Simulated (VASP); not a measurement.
Write the native input for VASP 6.6.1 that does the following.

```yaml
Task: single point
Functional: r2SCAN
Potentials_or_basis: VASP PAW PBE potentials, release 64 (Pd)
Cutoff: 520 eV
k_mesh: 14 × 14 × 14
Occupations: gaussian, width 0.1 eV
Spin: collinear spin, ferromagnetic start
Starting_moments: "[0.436] μB"
Dipole_correction: no
Further_INCAR_settings: ALGO = Normal; EDIFF = 1e-07; NBANDS = 15
```

Pd:

```
Pd
1.0
     0.00000    1.95677    1.95677
     1.95677    0.00000    1.95677
     1.95677    1.95677    0.00000
Pd
1
Direct
  0.00000 0.00000 0.00000
```

These files were run (other wordings do the same):

POSCAR

```
Pd
1.0
    0.0000000000      1.9567730079      1.9567730079
    1.9567730079      0.0000000000      1.9567730079
    1.9567730079      1.9567730079      0.0000000000
Pd
1
Direct
    0.0000000000      0.0000000000      0.0000000000
```

INCAR.step1

```
ALGO = Normal
EDIFF = 1E-4
ENCUT = 520
GGA = PE
ISMEAR = 0
ISPIN = 2
LASPH = T
LCHARG = F
LMAXMIX = 4
LREAL = F
LWAVE = T
MAGMOM = 0.436
NBANDS = 15
NELM = 150
PREC = Accurate
SIGMA = 0.1
```

INCAR.step2

```
ALGO = Normal
EDIFF = 1E-7
ENCUT = 520
ISIF = 2
ISMEAR = 0
ISPIN = 2
ISTART = 1
LASPH = T
LCHARG = F
LMAXMIX = 4
LMIXTAU = T
LORBIT = 11
LREAL = F
LWAVE = F
MAGMOM = 0.436
METAGGA = R2SCAN
NBANDS = 15
NELM = 150
PREC = Accurate
SIGMA = 0.1
```

KPOINTS

```
k-points
0
Gamma
  14 14 14
```

Potentials or basis: VASP PAW PBE potentials, release 64 (Pd).

Command:

```sh
$ cat potpaw_PBE.64/Pd/POTCAR > POTCAR
$ cp INCAR.step1 INCAR
$ mpirun -np 1 vasp_std > vasp.out
$ cp INCAR.step2 INCAR
$ mpirun -np 1 vasp_std > vasp.out
```

Results of the run:

```yaml
Pressure: 0.7 GPa
Net_moment: 0.48 μB per cell
Site_moments: Pd +0.49 μB
Valence_electrons_inside_the_program's_atomic_spheres: Pd 9.45
```

Caveat: the PAW data sets were made with another functional, which shifts forces and pressure a little.

Run time: 2 min on 1 thread of Intel(R) Xeon(R) Platinum 8488C (Sapphire Rapids) (shared host), peak memory 0.18 GiB.
